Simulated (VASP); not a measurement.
# KF (P1) in VASP: notebook, part 2 of 2

VASP 6.6.1.

## Step 3: Single point, PBE

INCAR

```
SYSTEM = KF
PREC = Accurate
ENCUT = 520
EDIFF = 1E-6
ISMEAR = 0
SIGMA = 0.05
LREAL = .False.
LASPH = .True.
NELM = 100
ALGO = Normal
ISIF = 2
LWAVE = .False.
LCHARG = .False.
GGA = PE
NBANDS = 15
```

KPOINTS

```
regular mesh
0
Gamma
  8 8 8
  0 0 0
```

POSCAR

```
KF
1.0
    3.2597670679     -0.0223126703      0.0232376897
   -0.0220864295      3.2591731028     -0.0076147514
    0.0231110224     -0.0076515429      3.2594752295
K F
1 1
Direct
    0.0002277642     -0.0002750906      0.0000851045
    0.4997722358      0.5002750906      0.4999148955
```

Potentials or basis: VASP PAW PBE potentials, release 64 (K_sv, F).

Launch:

```console
$ cat potpaw_PBE.64/K_sv/POTCAR potpaw_PBE.64/F/POTCAR > POTCAR
$ mpirun -np 1 vasp_std > vasp.out
```

OUTCAR:

```text
SYSTEM = KF
   PREC = Accurate
   ENCUT = 520
   EDIFF = 1E-6
   ISMEAR = 0
   LREAL = .False.
   LASPH = .True.
   NELM = 100
   ISIF = 2
   GGA = PE

 ion  position               nearest neighbor table
   1  0.000  1.000  0.000-   2 2.80   2 2.80   2 2.82   2 2.82   2 2.82   2 2.82   2 2.85   2 2.86

   2  0.500  0.500  0.500-   1 2.80   1 2.80   1 2.82   1 2.82   1 2.82   1 2.82   1 2.85   1 2.86

  LATTYP: Found a triclinic cell.
 ALAT       =     4.5782185894
 B/A-ratio  =     0.7120512467
 C/A-ratio  =     1.0044486890
 COS(alpha) =     0.0004239550
 COS(beta)  =     0.5024783360
 COS(gamma) =     0.7023428534

[... 615 lines left out ...]
     13      10.5510      0.00000
     14      10.8400      0.00000
     15      15.1042      0.00000

 [... further k-points ...]
[... 5 lines left out ...]
  --------------------------------------------------------------------------------------
  -------------------------------------------------------------------------------------
  Total       -0.0036124     -0.0002417     -0.0019364      0.0139936      0.0017665     -0.0147363
  in kB       -0.1671491     -0.0111853     -0.0895983      0.6475047      0.0817403     -0.6818682
  external PRESSURE =      -0.0893109 kB  Pullay stress =       0.0000000 kB

 VOLUME and BASIS-vectors are now :
 -----------------------------------------------------------------------------
  energy-cutoff  :      520.00
  volume of cell :       34.63
      direct lattice vectors                 reciprocal lattice vectors
     3.259767068 -0.022312670  0.023237690     0.306800054  0.002074020 -0.002170470
    -0.022086430  3.259173103 -0.007614751     0.002095265  0.306842140  0.000705449
     0.023111022 -0.007651543  3.259475230    -0.002182366  0.000702055  0.306814974

 POSITION                                       TOTAL-FORCE (eV/Angst)
 -----------------------------------------------------------------------------------
     -0.02134      3.25827     -0.00733        -0.000959      0.001249     -0.000271
      1.62965      1.61551      1.63726         0.000959     -0.001249      0.000271
 -----------------------------------------------------------------------------------
    total drift:                               -0.000045      0.000067     -0.000015

  FREE ENERGIE OF THE ION-ELECTRON SYSTEM (eV)
  ---------------------------------------------------
  free  energy   TOTEN  =        -8.0934258604 eV

  energy  without entropy=       -8.0934258603  energy(sigma->0) =       -8.09342586
```

OSZICAR:

```text
N       E                     dE             d eps       ncg     rms          rms(c)
DAV:   1     0.106547019950E+03    0.10655E+03   -0.83580E+03  7824   0.105E+03
DAV:   2    -0.511941672551E+01   -0.11167E+03   -0.10399E+03 10269   0.287E+02
DAV:   3    -0.920439037397E+01   -0.40850E+01   -0.40716E+01  9712   0.480E+01
DAV:   4    -0.931419655934E+01   -0.10981E+00   -0.10979E+00 11249   0.746E+00
DAV:   5    -0.931597058092E+01   -0.17740E-02   -0.17740E-02 10222   0.816E-01    0.596E+00
DAV:   6    -0.816437448476E+01    0.11516E+01   -0.28111E+00  8325   0.135E+01    0.377E+00
DAV:   7    -0.811799139713E+01    0.46383E-01   -0.64462E-02  9783   0.225E+00    0.199E+00
DAV:   8    -0.809248729707E+01    0.25504E-01   -0.42186E-02  9592   0.212E+00    0.272E-01
DAV:   9    -0.809318784330E+01   -0.70055E-03   -0.26344E-03  9128   0.507E-01    0.112E-01
DAV:  10    -0.809339481892E+01   -0.20698E-03   -0.35941E-04  9050   0.186E-01    0.811E-02
DAV:  11    -0.809342935105E+01   -0.34532E-04   -0.46694E-05  9266   0.730E-02    0.174E-02
DAV:  12    -0.809342596487E+01    0.33862E-05   -0.67391E-06  9721   0.310E-02    0.304E-03
DAV:  13    -0.809342586035E+01    0.10452E-06   -0.72691E-07  6850   0.863E-03
   1 F= -.80934259E+01 E0= -.80934259E+01  d E =-.546039E-11
```

stdout:

```text
POSCAR found type information on POSCAR K F
 POSCAR found :  2 types and       2 ions
 scaLAPACK will be used
 LDA part: xc-table for (Slater+PW92), standard interpolation
 POSCAR, INCAR and KPOINTS ok, starting setup
 FFT: planning ... GRIDC
 FFT: planning ... GRID_SOFT
 FFT: planning ... GRID
 WAVECAR not read
 entering main loop
```

Wall time 25 s (1 thread of Intel Xeon 6975P-C (Granite Rapids), shared host); peak memory 0.23 GiB.

What came out:

```
Free energy            : -8.0934 eV
Pressure               : 0.0 GPa
Band gap on the k mesh : 6.25 eV (least direct gap 6.30 eV)
```

## Step 4: Relaxation of cell and atoms, PBE

INCAR

```
PREC = Accurate
ENCUT = 600
EDIFF = 1E-6
ISMEAR = 0
SIGMA = 0.05
LREAL = F
LASPH = T
NELM = 100
ALGO = Normal
ISIF = 3
LWAVE = F
LCHARG = F
GGA = PE
IBRION = 2
NSW = 100
EDIFFG = -0.01
```

KPOINTS

```
Automatic mesh
0
Gamma
  8 8 8
```

POSCAR

```
KF
1.0
    3.2752015765     -0.0277323955      0.0291703866
   -0.0277323955      3.2430615923     -0.0078234100
    0.0291703866     -0.0078234100      3.2586018311
K F
1 1
Direct
    0.0015566163     -0.0034604472     -0.0008218528
    0.4984433837      0.5034604472      0.5008218528
```

Launch:

```console
$ cat potpaw_PBE.64/K_sv/POTCAR potpaw_PBE.64/F/POTCAR > POTCAR
$ mpirun -np 1 vasp_std > vasp.out
```

It took 1.8 min on 1 thread of Intel Xeon 6975P-C (Granite Rapids), shared host; peak memory 0.27 GiB.

Results (log left out):

```yaml
Free_energy: -8.0953 eV
Relaxed_volume: 17.27 Å³/atom
Relaxed_cell: a = 3.256 Å, b = 3.259 Å, c = 3.257 Å, α = 90.25°, β = 89.38°, γ = 90.62°
Space_group_after_relaxing_to_0.1_Å: Pm-3m (No. 221)
Energy_gained_by_relaxing: 0.4 meV/atom
Ionic_steps: 5
Pressure_after_relaxing: 0.0 GPa
Largest_force_after_relaxing: 0.009 eV/Å
Band_gap_on_the_k_mesh: 6.27 eV (least direct gap 6.32 eV)
```

Forces on the atoms (eV/Å):
```
K   -0.004  0.008  0.002
F    0.004 -0.008 -0.002
```

Stress tensor (GPa, compression positive):
```
 0.07  0.05 -0.05
 0.05 -0.01  0.01
-0.05  0.01  0.03
```

The path:
```csv
step,energy change (eV),largest force (eV/Å),pressure (GPa),volume (Å³)
1,0.0000,0.0193,0.02,34.61
2,-0.0004,0.0176,-0.01,34.62
3,-0.0006,0.0155,-0.03,34.63
4,-0.0007,0.0138,-0.01,34.61
5,-0.0008,0.0092,0.03,34.55
```

Final structure:
```cif
data_structure
_symmetry_space_group_name_H-M 'P 1'
_symmetry_Int_Tables_number 1
_cell_length_a 3.2556
_cell_length_b 3.2586
_cell_length_c 3.2571
_cell_angle_alpha 90.247
_cell_angle_beta 89.380
_cell_angle_gamma 90.621
_cell_volume 34.55
loop_
_atom_site_label
_atom_site_type_symbol
_atom_site_fract_x
_atom_site_fract_y
_atom_site_fract_z
_atom_site_occupancy
K1 K 0.00083 0.99841 0.99977 1
F1 F 0.49917 0.50159 0.50023 1
```

Levels at points of the mesh, in eV from the valence-band top:
```
           k point  band 6  band 7  band 8  band 9  band 10  band 11
(0.00, 0.00, 0.00)   -0.06   -0.05   -0.05    6.27     8.29     8.29
(0.50, 0.00, 0.00)   -1.22   -0.17   -0.16    9.29     9.37    10.88
(0.00, 0.50, 0.00)   -1.22   -0.18   -0.15    9.28     9.36    10.88
(0.50, 0.50, 0.00)   -0.62   -0.61    0.00    8.47     8.98    11.85
(0.00, 0.00, 0.50)   -1.22   -0.18   -0.15    9.29     9.36    10.88
(0.50, 0.00, 0.50)   -0.62   -0.61    0.00    8.47     8.98    11.84
(0.00, 0.50, 0.50)   -0.62   -0.61    0.00    8.47     8.98    11.87
(0.50, 0.50, 0.50)   -1.04   -1.03   -1.03   10.35    10.45    10.50
```

A k mesh can miss the band edges.

## Step 5: Summary

```tsv
task	cell	cutoff (eV)	gap on the mesh (eV)	pressure (GPa)	largest force (eV/Å)
single point	a = 3.275, b = 3.243, c = 3.259 Å, angles 90.3, 89.0, 91.0°, 2 atoms, atomic positions A	520	6.24	0.0	0.02
single point	a = 3.260, b = 3.259 Å, angles 90.3, 89.2, 90.8°, 2 atoms, atomic positions B	520	6.25	0.0	-
relaxation of cell and atoms	relaxed from a = 3.275, b = 3.243, c = 3.259 Å, angles 90.3, 89.0, 91.0°, 2 atoms, atomic positions A	600	6.27	0.0	0.01
```

Alike in all rows: level PBE; potentials or basis VASP PAW PBE potentials, release 64 (K_sv, F); no spin polarisation; k mesh 8 × 8 × 8; smearing gaussian 0.05 eV.

Total energies depend on the potentials used, so only differences within one code and one set of settings carry meaning.
